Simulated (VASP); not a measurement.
# KI (Fm-3m) in VASP: a series of runs, part 2 of 2

VASP 6.6.1.

### Step 5. Single point, r2SCAN (volume changed by +3%)

Contents of POSCAR:

```
KI
1.0
    0.0000000000      3.5793790091      3.5793790091
    3.5793790091      0.0000000000      3.5793790091
    3.5793790091      3.5793790091      0.0000000000
K I
1 1
Direct
    0.0000000000      0.0000000000      0.0000000000
    0.5000000000      0.5000000000      0.5000000000
```

Contents of INCAR.step1:

```
PREC = Accurate
ENCUT = 520
ISMEAR = 0
SIGMA = 0.01
LREAL = False
LASPH = True
NELM = 60
NBANDS = 15
GGA = PE
ALGO = Normal
EDIFF = 1E-4
LWAVE = True
LCHARG = False
```

Contents of INCAR.step2:

```
PREC = Accurate
ENCUT = 520
EDIFF = 1E-6
ISMEAR = 0
SIGMA = 0.01
LREAL = False
LASPH = True
NELM = 60
ALGO = Normal
ISIF = 2
LWAVE = False
LCHARG = True
METAGGA = R2SCAN
LMIXTAU = True
LELF = True
LVHAR = True
NBANDS = 15
ISTART = 1
```

Contents of KPOINTS:

```
Automatic mesh
0
Gamma
  6 6 6
```

Potentials or basis: VASP PAW PBE potentials, release 64 (K_sv, I).

Launch:

```bash
$ cat potpaw_PBE.64/K_sv/POTCAR potpaw_PBE.64/I/POTCAR > POTCAR
$ cp INCAR.step1 INCAR
$ mpirun -np 1 vasp_std > vasp.out
$ cp INCAR.step2 INCAR
$ mpirun -np 1 vasp_std > vasp.out
```

OUTCAR:

```text
PREC = Accurate
   ENCUT = 520
   EDIFF = 1E-6
   ISMEAR = 0
   LREAL = False
   LASPH = True
   NELM = 60
   ISIF = 2
   METAGGA = R2SCAN
   ISTART = 1

 ion  position               nearest neighbor table
   1  0.000  0.000  0.000-   2 3.58   2 3.58   2 3.58   2 3.58   2 3.58   2 3.58
   2  0.500  0.500  0.500-   1 3.58   1 3.58   1 3.58   1 3.58   1 3.58   1 3.58

  LATTYP: Found a face centered cubic cell.
 ALAT       =     7.1587580182

  Lattice vectors:

 A1 = (   0.0000000000,   3.5793790091,   3.5793790091)
 A2 = (   3.5793790091,   0.0000000000,   3.5793790091)
 A3 = (   3.5793790091,   3.5793790091,   0.0000000000)

Analysis of symmetry for initial positions (statically):
=====================================================================
 Subroutine PRICEL returns:
 Original cell was already a primitive cell.

 Routine SETGRP: Setting up the symmetry group for a
 face centered cubic supercell.

 Subroutine GETGRP returns: Found 48 space group operations
 (whereof 48 operations were pure point group operations)
 out of a pool of 48 trial point group operations.

The static configuration has the point symmetry O_h .

Analysis of symmetry for dynamics (positions and initial velocities):
=====================================================================
 Subroutine PRICEL returns:
 Original cell was already a primitive cell.

 Routine SETGRP: Setting up the symmetry group for a
 face centered cubic supercell.

 Subroutine GETGRP returns: Found 48 space group operations
 (whereof 48 operations were pure point group operations)
 out of a pool of 48 trial point group operations.

The dynamic configuration has the point symmetry O_h .

 Subroutine INISYM returns: Found 48 space group operations
 (whereof 48 operations are pure point group operations),
 and found     1 'primitive' translations

----------------------------------------------------------------------------------------

                                     Primitive cell

  volume of cell :      91.7177

  direct lattice vectors                    reciprocal lattice vectors
     0.000000000  3.579379009  3.579379009    -0.139689035  0.139689035  0.139689035
     3.579379009  0.000000000  3.579379009     0.139689035 -0.139689035  0.139689035
     3.579379009  3.579379009  0.000000000     0.139689035  0.139689035 -0.139689035

  length of vectors
     5.062006340  5.062006340  5.062006340     0.241948506  0.241948506  0.241948506

  position of ions in fractional coordinates (direct lattice)
     0.000000000  0.000000000  0.000000000
     0.500000000  0.500000000  0.500000000

  ion indices of the primitive-cell ions
   primitive index   ion index
                 1           1
                 2           2

----------------------------------------------------------------------------------------

 KPOINTS: Automatic mesh

Automatic generation of k-mesh.
 Grid dimensions read from file:
 generate k-points for:    6    6    6

 Generating k-lattice:

  Cartesian coordinates                     Fractional coordinates (reciprocal lattice)
    -0.023281506  0.023281506  0.023281506     0.166666667  0.000000000  0.000000000
     0.023281506 -0.023281506  0.023281506     0.000000000  0.166666667  0.000000000
     0.023281506  0.023281506 -0.023281506     0.000000000  0.000000000  0.166666667
[... 31 lines left out ...]
   number of dos      NEDOS =    301   number of ions     NIONS =      2
   total plane-waves  NPLWV =  64000
   dimension x,y,z NGX =    40 NGY =   40 NGZ =   40
   dimension x,y,z NGXF=    80 NGYF=   80 NGZF=   80
   ions per type =               1   1
   NGX,Y,Z   is equivalent  to a cutoff of  13.14, 13.14, 13.14 a.u.
   NGXF,Y,Z  is equivalent  to a cutoff of  26.27, 26.27, 26.27 a.u.
 SYSTEM =  unknown system
   PREC   = accura    normal or accurate (medium, high low for compatibility)
   ISTART =      1    job   : 0-new  1-cont  2-samecut
   ICHARG =      0    charge: 1-file 2-atom 10-const
   ISPIN  =      1    spin polarized calculation?
   LNONCOLLINEAR =      F non collinear calculations
   LSORBIT =      F    spin-orbit coupling
   LASPH  =      T    aspherical Exc in radial PAW
   ENCUT  =  520.0 eV  38.22 Ry    6.18 a.u.   9.41  9.41  9.41*2*pi/ulx,y,z
   NELM   =     60;   NELMIN=  2; NELMDL=  0     # of ELM steps
   EDIFF  = 0.1E-05   stopping-criterion for ELM
   LREAL  =      F    real-space projection
   EDIFFG = 0.1E-04   stopping-criterion for IOM
   NSW    =      0    number of steps for IOM
   IBRION =     -1    ionic relax: 0-MD 1-quasi-New 2-CG
   NFREE  =      0    steps in history (QN), initial steepest desc. (CG)
   ISIF   =      2    stress and relaxation
   ISYM   =      2    0-nonsym 1-usesym 2-fastsym
   POTIM  = 0.5000    time-step for ionic-motion
   TEBEG  =    0.0;   TEEND  =   0.0 temperature during run
   PSTRESS=    0.0 pullay stress
   NELECT =      16.0000    total number of electrons
   NUPDOWN=      -1.0000    fix difference up-down
   EMIN   =  10.00;   EMAX   =-10.00  energy-range for DOS
   EFERMI =   0.00;   METHOD = LEGACY
   ISMEAR =     0;   SIGMA  =   0.01  broadening in eV -4-tet -1-fermi 0-gaus
   EFERMI_NEDOS =   21; number of points for ismear=-14 and -15
   IALGO  =     38    algorithm
   IMIX   =      4    mixing-type and parameters
     AMIX     =   0.40;   BMIX     =  1.00
     AMIX_MAG =   1.60;   BMIX_MAG =  1.00
  volume/ion in A,a.u.               =      45.86       309.47
  Fermi-wavevector in a.u.,A,eV,Ry     =   0.914739  1.728606 11.384637  0.836747
  Thomas-Fermi vector in A             =   2.039400
   LORBIT       =      0    0 simple, 1 ext, 2 COOP (PROOUT), +10 PAW based schemes
   METAGGA = R2SCAN    functional components
   LHFCALC =     F    Hartree Fock is set to
   AEXX    =    0.0000 exact exchange contribution
   IVDW    =     0    specifies the selected vdW correction
   LEPSILON=     F    determine dielectric tensor
   LRPA    =     F    only Hartree local field effects (RPA)
 non-spin polarized calculation
 Gauss-broadening in eV      SIGMA  =   0.01
  energy-cutoff  :      520.00
  volume of cell :       91.72
 maximum number of plane-waves:      2497
 NGX is ok and might be reduce to    40
   NGX = 19   NGY = 19   NGZ = 19

 number of electron      16.0000000 magnetization

 Free energy of the ion-electron system (eV)
  ---------------------------------------------------
  ext. energy  EPLUGINS =         0.00000000
  ---------------------------------------------------
  free energy    TOTEN  =       -33.98211696 eV

  energy without entropy =      -33.98211696  energy(sigma->0) =      -33.98211696

 E-fermi :  -0.8807     XC(G=0):  -7.3544

 val. band max:       -0.9536339978   @ k =   0.0000   0.0000   0.0000
 cond. band min:       3.5557818719   @ k =   0.0000   0.0000   0.0000
 fundamental gap:      4.5094158697
 Fermi energy:        -0.8806791503

 k-point     1 :       0.0000    0.0000    0.0000
  band No.  band energies     occupation
      1     -30.6829      2.00000
      2     -13.3929      2.00000
      3     -13.3929      2.00000
      4     -13.3929      2.00000
      5     -11.7080      2.00000
      6      -0.9536      2.00000
      7      -0.9536      2.00000
      8      -0.9536      2.00000
      9       3.5558      0.00000
     10       6.1119      0.00000
     11       6.1119      0.00000
     12       6.1119      0.00000
     13       6.9375      0.00000
     14       6.9375      0.00000
[... 257 lines left out ...]
      2     -13.4267      2.00000
      3     -13.4242      2.00000
      4     -13.4133      2.00000
      5     -11.5344      2.00000
      6      -1.7875      2.00000
      7      -1.4895      2.00000
      8      -1.4558      2.00000
      9       5.2023      0.00000
     10       6.0702      0.00000
     11       6.9325      0.00000
     12       8.0127      0.00000
     13       8.2837      0.00000
     14       9.3328      0.00000
     15       9.7202      0.00000

------------------------ aborting loop because EDIFF is reached ----------------------------------------

  FORCE on cell =-STRESS in cart. coord.  units (eV):
  Direction    XX          YY          ZZ          XY          YZ          ZX
  --------------------------------------------------------------------------------------
  -------------------------------------------------------------------------------------
  Total       -0.1855394     -0.1855394     -0.1855394      0.0000000     -0.0000000      0.0000000
  in kB       -3.2411091     -3.2411091     -3.2411091      0.0000000     -0.0000000      0.0000000
  external PRESSURE =      -3.2411091 kB  Pullay stress =       0.0000000 kB

 VOLUME and BASIS-vectors are now :
 -----------------------------------------------------------------------------
  energy-cutoff  :      520.00
  volume of cell :       91.72
      direct lattice vectors                 reciprocal lattice vectors
     0.000000000  3.579379009  3.579379009    -0.139689035  0.139689035  0.139689035
     3.579379009  0.000000000  3.579379009     0.139689035 -0.139689035  0.139689035
     3.579379009  3.579379009  0.000000000     0.139689035  0.139689035 -0.139689035

 POSITION                                       TOTAL-FORCE (eV/Angst)
 -----------------------------------------------------------------------------------
      0.00000      0.00000      0.00000         0.000000     -0.000000     -0.000000
      3.57938      3.57938      3.57938        -0.000000      0.000000      0.000000
 -----------------------------------------------------------------------------------
    total drift:                                0.000000     -0.000000     -0.000000

  FREE ENERGIE OF THE ION-ELECTRON SYSTEM (eV)
  ---------------------------------------------------
  free  energy   TOTEN  =       -33.9821169616 eV

  energy  without entropy=      -33.9821169616  energy(sigma->0) =      -33.98211696
```

It took 1.8 min on 1 thread of Intel Xeon Platinum 8259CL at 2.50GHz (Skylake/Cascade Lake), shared host; peak memory 0.26 GiB.

What came out:

- Free energy: -33.9821 eV
- Pressure: -0.3 GPa
- Band gap on the k mesh: 4.51 eV, direct

Levels at points of the mesh, in eV from the valence-band top:
```tsv
k point	band 6	band 7	band 8	band 9	band 10	band 11
(0.00, 0.00, 0.00)	0.00	0.00	0.00	4.51	7.07	7.07
(0.50, 0.00, 0.00)	-1.23	-0.30	-0.30	5.98	8.21	8.69
(0.50, 0.50, 0.00)	-0.96	-0.35	-0.35	5.43	6.40	8.80
```

Caveat: the PAW data sets were made with another functional, which shifts forces and pressure a little; spin-orbit coupling is left out, which moves the levels of the heavy elements.

### Step 6. Single point, r2SCAN (volume changed by +6%)

Contents of POSCAR:

```
KI
1.0
    0.0000000000      3.6137982264      3.6137982264
    3.6137982264      0.0000000000      3.6137982264
    3.6137982264      3.6137982264      0.0000000000
K I
1 1
Direct
    0.0000000000      0.0000000000      0.0000000000
    0.5000000000      0.5000000000      0.5000000000
```

Contents of INCAR.step1:

```
SYSTEM = KI
ALGO     = Normal         ! electronic algorithm
EDIFF    = 1E-4           ! SCF threshold, eV
ENCUT    = 520            ! plane-wave cutoff, eV
GGA      = PE             ! functional
ISMEAR   = 0              ! smearing method
LASPH    = .True.         ! aspherical terms in the spheres
LCHARG   = .False.        ! write CHGCAR
LREAL    = .False.        ! projectors in reciprocal space
LWAVE    = .True.         ! write WAVECAR
NBANDS   = 15             ! bands
NELM     = 60             ! most SCF steps
PREC     = Accurate       ! precision mode
SIGMA    = 0.01           ! smearing width, eV
```

Contents of INCAR.step2:

```
SYSTEM = KI
ALGO     = Normal         ! electronic algorithm
EDIFF    = 1E-6           ! SCF threshold, eV
ENCUT    = 520            ! plane-wave cutoff, eV
ISIF     = 2              ! what is computed and relaxed
ISMEAR   = 0              ! smearing method
ISTART   = 1            
LASPH    = .True.         ! aspherical terms in the spheres
LCHARG   = .True.         ! write CHGCAR
LELF     = .True.         ! ELF
LMIXTAU  = .True.       
LREAL    = .False.        ! projectors in reciprocal space
LVHAR    = .True.       
LWAVE    = .False.        ! write WAVECAR
METAGGA  = R2SCAN         ! meta-GGA
NBANDS   = 15             ! bands
NELM     = 60             ! most SCF steps
PREC     = Accurate       ! precision mode
SIGMA    = 0.01           ! smearing width, eV
```

Contents of KPOINTS:

```
k-points
0
Gamma
  6 6 6
  0 0 0
```

Potentials or basis: VASP PAW PBE potentials, release 64 (K_sv, I).

Launch:

```bash
$ cat potpaw_PBE.64/K_sv/POTCAR potpaw_PBE.64/I/POTCAR > POTCAR
$ cp INCAR.step1 INCAR
$ mpirun -np 1 vasp_std > vasp.out
$ cp INCAR.step2 INCAR
$ mpirun -np 1 vasp_std > vasp.out
```

Run time: 2 min. Hardware: 1 thread of Intel Xeon Platinum 8259CL at 2.50GHz (Skylake/Cascade Lake), shared host; peak memory 0.27 GiB.

The run converged. Its results:

| Item | Value |
| --- | --- |
| Free energy | -33.9746 eV |
| Pressure | -0.6 GPa |
| Band gap on the k mesh | 4.44 eV, direct |

Levels at points of the mesh, in eV from the valence-band top:
```tsv
k point	band 4	band 5	band 6	band 7	band 8	band 9	band 10	band 11	band 12	band 13
(0.00, 0.00, 0.00)	-12.49	-10.71	0.00	0.00	0.00	4.44	7.07	7.07	7.07	7.88
(0.50, 0.00, 0.00)	-12.49	-10.50	-1.17	-0.28	-0.28	5.95	8.12	8.63	8.63	9.30
(0.50, 0.50, 0.00)	-12.50	-10.59	-0.92	-0.34	-0.34	5.48	6.34	8.77	9.09	9.33
```

Caveat: the PAW data sets were made with another functional, which shifts forces and pressure a little; spin-orbit coupling is left out, which moves the levels of the heavy elements.

### Step 7. Summary

```tsv
cell	gap on the mesh (eV)	pressure (GPa)
a = 4.910 Å, angles 60.0°, 2 atoms	4.75	0.9
a = 4.962 Å, angles 60.0°, 2 atoms	4.66	0.4
a = 5.012 Å, angles 60.0°, 2 atoms	4.58	0.0
a = 5.062 Å, angles 60.0°, 2 atoms	4.51	-0.3
a = 5.111 Å, angles 60.0°, 2 atoms	4.44	-0.6
```

Alike in all rows: task single point; level r2SCAN; potentials or basis VASP PAW PBE potentials, release 64 (K_sv, I); no spin polarisation; k mesh 6 × 6 × 6; cutoff (eV) 520; smearing gaussian 0.01 eV.

Caveats: the PAW data sets were made with another functional, which shifts forces and pressure a little; spin-orbit coupling is left out, which moves the levels of the heavy elements.

Total energies depend on the potentials used, so only differences within one code and one set of settings carry meaning.
